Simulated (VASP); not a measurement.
# Mg3Cl (Pm-3m) in VASP: notebook

The runs below take Mg3Cl through single point, with PBE.

Everything below comes from runs of VASP 6.6.1. Logs are shortened: lines on timing, memory, paths and dates and some standing lists are left out, and cuts for length are marked.

### 1 The cell of the first run

It takes space group Pm-3m (No. 221, cubic). The conventional cell has a = 4.309 Å, b = 4.309 Å, c = 4.309 Å, α = 90.00°, β = 90.00°, γ = 90.00°. Mg (site symmetry 4/mmm) has 8 Mg at 3.05 Å and 4 Cl at 3.05 Å within 4.0 Å. Cl (site symmetry m-3m) has 12 Mg at 3.05 Å within 4.0 Å.

### 2 Single point, PBE

The input, INCAR:

```
PREC     = Accurate       # precision mode
ENCUT    = 520            # plane-wave cutoff, eV
EDIFF    = 1E-6           # SCF threshold, eV
ISMEAR   = 0              # smearing method
SIGMA    = 0.1            # smearing width, eV
LREAL    = F              # projectors in reciprocal space
LASPH    = T              # aspherical terms in the spheres
NELM     = 60             # most SCF steps
ALGO     = Normal         # electronic algorithm
ISIF     = 2              # what is computed and relaxed
LWAVE    = F              # write WAVECAR
LCHARG   = F              # write CHGCAR
GGA      = PE             # functional
NBANDS   = 14             # bands
```

The input, KPOINTS:

```
Automatic mesh
0
Gamma
  4 4 4
```

The input, POSCAR:

```
Mg3Cl
1.0
    4.3088979439      0.0000000000      0.0000000000
    0.0000000000      4.3088979439      0.0000000000
    0.0000000000      0.0000000000      4.3088979439
Mg Cl
3 1
Direct
    0.0000000000      0.5000000000      0.5000000000
    0.5000000000      0.0000000000      0.5000000000
    0.5000000000      0.5000000000      0.0000000000
    0.0000000000      0.0000000000      0.0000000000
```

Potentials or basis: VASP PAW PBE potentials, release 64 (Mg, Cl).

Launch:

```bash
cat potpaw_PBE.64/Mg/POTCAR potpaw_PBE.64/Cl/POTCAR > POTCAR
mpirun -np 1 vasp_std > vasp.out
```

OUTCAR:

```text
PREC = Accurate
   ENCUT = 520
   EDIFF = 1E-6
   ISMEAR = 0
   LREAL = F
   LASPH = T
   NELM = 60
   ISIF = 2
   GGA = PE

 ion  position               nearest neighbor table
   1  0.000  0.500  0.500-   2 3.05   3 3.05   4 3.05   3 3.05   4 3.05   2 3.05   4 3.05   4 3.05
                             2 3.05   3 3.05   3 3.05   2 3.05
   2  0.500  0.000  0.500-   1 3.05   3 3.05   4 3.05   3 3.05   4 3.05   1 3.05   3 3.05   3 3.05
                             1 3.05   4 3.05   4 3.05   1 3.05
   3  0.500  0.500  0.000-   1 3.05   2 3.05   4 3.05   1 3.05   2 3.05   2 3.05   4 3.05   2 3.05
                             1 3.05   4 3.05   1 3.05   4 3.05
   4  0.000  0.000  0.000-   1 3.05   2 3.05   3 3.05   1 3.05   2 3.05   1 3.05   3 3.05   1 3.05
                             2 3.05   3 3.05   2 3.05   3 3.05

  LATTYP: Found a simple cubic cell.
 ALAT       =     4.3088979439

  Lattice vectors:

 A1 = (   4.3088979439,   0.0000000000,   0.0000000000)
 A2 = (   0.0000000000,   4.3088979439,   0.0000000000)
 A3 = (   0.0000000000,   0.0000000000,   4.3088979439)

Analysis of symmetry for initial positions (statically):
=====================================================================
 Subroutine PRICEL returns:
 Original cell was already a primitive cell.

 Routine SETGRP: Setting up the symmetry group for a
 simple cubic supercell.

 Subroutine GETGRP returns: Found 48 space group operations
 (whereof 48 operations were pure point group operations)
 out of a pool of 48 trial point group operations.

The static configuration has the point symmetry O_h .

Analysis of symmetry for dynamics (positions and initial velocities):
=====================================================================
 Subroutine PRICEL returns:
 Original cell was already a primitive cell.

 Routine SETGRP: Setting up the symmetry group for a
 simple cubic supercell.

 Subroutine GETGRP returns: Found 48 space group operations
 (whereof 48 operations were pure point group operations)
 out of a pool of 48 trial point group operations.

The dynamic configuration has the point symmetry O_h .

 Subroutine INISYM returns: Found 48 space group operations
 (whereof 48 operations are pure point group operations),
 and found     1 'primitive' translations

----------------------------------------------------------------------------------------

                                     Primitive cell

  volume of cell :      80.0016

  direct lattice vectors                    reciprocal lattice vectors
     4.308897944  0.000000000  0.000000000     0.232077903  0.000000000  0.000000000
     0.000000000  4.308897944  0.000000000     0.000000000  0.232077903  0.000000000
     0.000000000  0.000000000  4.308897944     0.000000000  0.000000000  0.232077903

  length of vectors
     4.308897944  4.308897944  4.308897944     0.232077903  0.232077903  0.232077903

  position of ions in fractional coordinates (direct lattice)
     0.000000000  0.500000000  0.500000000
     0.500000000  0.000000000  0.500000000
     0.500000000  0.500000000  0.000000000
     0.000000000  0.000000000  0.000000000

  ion indices of the primitive-cell ions
   primitive index   ion index
                 1           1
                 2           2
                 3           3
                 4           4

----------------------------------------------------------------------------------------

 KPOINTS: Automatic mesh

Automatic generation of k-mesh.
 Grid dimensions read from file:
 generate k-points for:    4    4    4

 Generating k-lattice:

  Cartesian coordinates                     Fractional coordinates (reciprocal lattice)
     0.058019476  0.000000000  0.000000000     0.250000000  0.000000000  0.000000000
     0.000000000  0.058019476  0.000000000     0.000000000  0.250000000  0.000000000
     0.000000000  0.000000000  0.058019476     0.000000000  0.000000000  0.250000000

  Length of vectors
     0.058019476  0.058019476  0.058019476

  Shift w.r.t. Gamma in fractional coordinates (k-lattice)
     0.000000000  0.000000000  0.000000000

 Subroutine IBZKPT returns following result:
 ===========================================

 Found     10 irreducible k-points:

 Following reciprocal coordinates:
            Coordinates               Weight
  0.000000  0.000000  0.000000      1.000000
  0.250000  0.000000  0.000000      6.000000
  0.500000  0.000000  0.000000      3.000000
  0.250000  0.250000  0.000000     12.000000
  0.500000  0.250000  0.000000     12.000000
  0.500000  0.500000  0.000000      3.000000
  0.250000  0.250000  0.250000      8.000000
  0.500000  0.250000  0.250000     12.000000
  0.500000  0.500000  0.250000      6.000000
  0.500000  0.500000  0.500000      1.000000
   k-points           NKPTS =     10   k-points in BZ     NKDIM =     10   number of bands    NBANDS=     14
   number of dos      NEDOS =    301   number of ions     NIONS =      4
   total plane-waves  NPLWV =  32768
   dimension x,y,z NGX =    32 NGY =   32 NGZ =   32
   dimension x,y,z NGXF=    64 NGYF=   64 NGZF=   64
   ions per type =               3   1
   NGX,Y,Z   is equivalent  to a cutoff of  12.35, 12.35, 12.35 a.u.
   NGXF,Y,Z  is equivalent  to a cutoff of  24.69, 24.69, 24.69 a.u.
 SYSTEM =  unknown system
   PREC   = accura    normal or accurate (medium, high low for compatibility)
   ISTART =      0    job   : 0-new  1-cont  2-samecut
   ICHARG =      2    charge: 1-file 2-atom 10-const
   ISPIN  =      1    spin polarized calculation?
   LNONCOLLINEAR =      F non collinear calculations
   LSORBIT =      F    spin-orbit coupling
   LASPH  =      T    aspherical Exc in radial PAW
   ENCUT  =  520.0 eV  38.22 Ry    6.18 a.u.   8.01  8.01  8.01*2*pi/ulx,y,z
   NELM   =     60;   NELMIN=  2; NELMDL= -5     # of ELM steps
   EDIFF  = 0.1E-05   stopping-criterion for ELM
   LREAL  =      F    real-space projection
   EDIFFG = 0.1E-04   stopping-criterion for IOM
   NSW    =      0    number of steps for IOM
   IBRION =     -1    ionic relax: 0-MD 1-quasi-New 2-CG
   NFREE  =      0    steps in history (QN), initial steepest desc. (CG)
   ISIF   =      2    stress and relaxation
   ISYM   =      2    0-nonsym 1-usesym 2-fastsym
   POTIM  = 0.5000    time-step for ionic-motion
   TEBEG  =    0.0;   TEEND  =   0.0 temperature during run
   PSTRESS=    0.0 pullay stress
   NELECT =      13.0000    total number of electrons
   NUPDOWN=      -1.0000    fix difference up-down
   EMIN   =  10.00;   EMAX   =-10.00  energy-range for DOS
   EFERMI =   0.00;   METHOD = LEGACY
   ISMEAR =     0;   SIGMA  =   0.10  broadening in eV -4-tet -1-fermi 0-gaus
   EFERMI_NEDOS =   21; number of points for ismear=-14 and -15
   IALGO  =     38    algorithm
   IMIX   =      4    mixing-type and parameters
     AMIX     =   0.40;   BMIX     =  1.00
     AMIX_MAG =   1.60;   BMIX_MAG =  1.00
  volume/ion in A,a.u.               =      20.00       134.97
  Fermi-wavevector in a.u.,A,eV,Ry     =   0.893353  1.688192 10.858531  0.798079
  Thomas-Fermi vector in A             =   2.015419
   LORBIT       =      0    0 simple, 1 ext, 2 COOP (PROOUT), +10 PAW based schemes
   GGA     = PE    functional components
   LHFCALC =     F    Hartree Fock is set to
   AEXX    =    0.0000 exact exchange contribution
   IVDW    =     0    specifies the selected vdW correction
   LEPSILON=     F    determine dielectric tensor
   LRPA    =     F    only Hartree local field effects (RPA)
 non-spin polarized calculation
 Gauss-broadening in eV      SIGMA  =   0.10
  energy-cutoff  :      520.00
  volume of cell :       80.00
 maximum number of plane-waves:      2176
   NGX = 17   NGY = 17   NGZ = 17

 number of electron      13.0000001 magnetization

 Free energy of the ion-electron system (eV)
  ---------------------------------------------------
  ext. energy  EPLUGINS =         0.00000000
  ---------------------------------------------------
  free energy    TOTEN  =        -6.27187133 eV

  energy without entropy =       -6.26151434  energy(sigma->0) =       -6.26669283

 E-fermi :   4.4185     XC(G=0):  -9.1143

 val. band max:        4.3520379464   @ k =   0.2500   0.2500   0.2500
 cond. band min:       4.6160049456   @ k =   0.5000   0.5000   0.0000
 fundamental gap:      0.2639669992
 Fermi energy:         4.4185153305

 k-point     1 :       0.0000    0.0000    0.0000
  band No.  band energies     occupation
      1     -13.0233      2.00000
      2      -1.3766      2.00000
      3      -1.3766      2.00000
      4      -1.3766      2.00000
      5      -1.2562      2.00000
      6       5.0286      0.00000
      7       5.0286      0.00000
      8       6.5788      0.00000
      9       6.5788      0.00000
     10       6.5788      0.00000
     11       8.5655      0.00000
     12      10.1543      0.00000
     13      10.1543      0.00000
     14      10.1543      0.00000

 k-point     2 :       0.2500    0.0000    0.0000
  band No.  band energies     occupation
      1     -12.9793      2.00000
      2      -2.5855      2.00000
      3      -1.2946      2.00000
      4      -1.2946      2.00000
      5       0.0630      2.00000
      6       3.8533      2.00000
      7       5.4384      0.00000
      8       6.1230      0.00000
      9       6.1230      0.00000
     10       7.2514      0.00000
     11       9.4880      0.00000
     12       9.4880      0.00000
     13      10.0486      0.00000
     14      10.6067      0.00000
[... 105 lines left out ...]
      1     -12.8299      2.00000
      2      -2.3095      2.00000
      3      -2.3095      2.00000
      4      -1.6449      2.00000
      5       1.1307      2.00000
      6       3.6776      2.00000
      7       3.6776      2.00000
      8       4.9749      0.00000
      9       5.6674      0.00000
     10       7.3343      0.00000
     11       7.3343      0.00000
     12      12.3278      0.00000
     13      12.3969      0.00000
     14      12.7991      0.00000

 k-point    10 :       0.5000    0.5000    0.5000
  band No.  band energies     occupation
      1     -12.7989      2.00000
      2      -2.0934      2.00000
      3      -2.0934      2.00000
      4      -2.0934      2.00000
      5       2.3033      2.00000
      6       2.8968      2.00000
      7       2.8968      2.00000
      8       2.8968      2.00000
      9       7.3724      0.00000
     10       7.3724      0.00000
     11       7.3724      0.00000
     12      11.2527      0.00000
     13      14.3756      0.00000
     14      14.3756      0.00000

------------------------ aborting loop because EDIFF is reached ----------------------------------------

  FORCE on cell =-STRESS in cart. coord.  units (eV):
  Direction    XX          YY          ZZ          XY          YZ          ZX
  --------------------------------------------------------------------------------------
  -------------------------------------------------------------------------------------
  Total        4.1393010      4.1393010      4.1393010      0.0000000      0.0000000      0.0000000
  in kB       82.8970296     82.8970296     82.8970296      0.0000000      0.0000000      0.0000000
  external PRESSURE =      82.8970296 kB  Pullay stress =       0.0000000 kB

 VOLUME and BASIS-vectors are now :
 -----------------------------------------------------------------------------
  energy-cutoff  :      520.00
  volume of cell :       80.00
      direct lattice vectors                 reciprocal lattice vectors
     4.308897944  0.000000000  0.000000000     0.232077903  0.000000000  0.000000000
     0.000000000  4.308897944  0.000000000     0.000000000  0.232077903  0.000000000
     0.000000000  0.000000000  4.308897944     0.000000000  0.000000000  0.232077903

 POSITION                                       TOTAL-FORCE (eV/Angst)
 -----------------------------------------------------------------------------------
      0.00000      2.15445      2.15445         0.000000      0.000000      0.000000
      2.15445      0.00000      2.15445         0.000000      0.000000      0.000000
      2.15445      2.15445      0.00000         0.000000      0.000000      0.000000
      0.00000      0.00000      0.00000         0.000000      0.000000      0.000000
 -----------------------------------------------------------------------------------
    total drift:                               -0.000000      0.000000      0.000000

  FREE ENERGIE OF THE ION-ELECTRON SYSTEM (eV)
  ---------------------------------------------------
  free  energy   TOTEN  =        -6.2718713279 eV

  energy  without entropy=       -6.2615143357  energy(sigma->0) =       -6.26669283
```

Run time: 5.4 s. Hardware: 1 thread of Intel Xeon 6975P-C (Granite Rapids), shared host; peak memory 0.17 GiB.

Results:

```yaml
Free_energy: -6.2719 eV
Pressure: 8.3 GPa
Band_gap_on_the_k_mesh: zero (an odd number of electrons rules out a gap without spin polarisation)
```

Caveat: the k points lie up to 0.36 Å⁻¹ apart, too coarse for converged energies and pressures of a metal.

(Part 1 of 2 ends here.)

The gap in the log of VASP goes by the Fermi energy; the results here count the filled bands.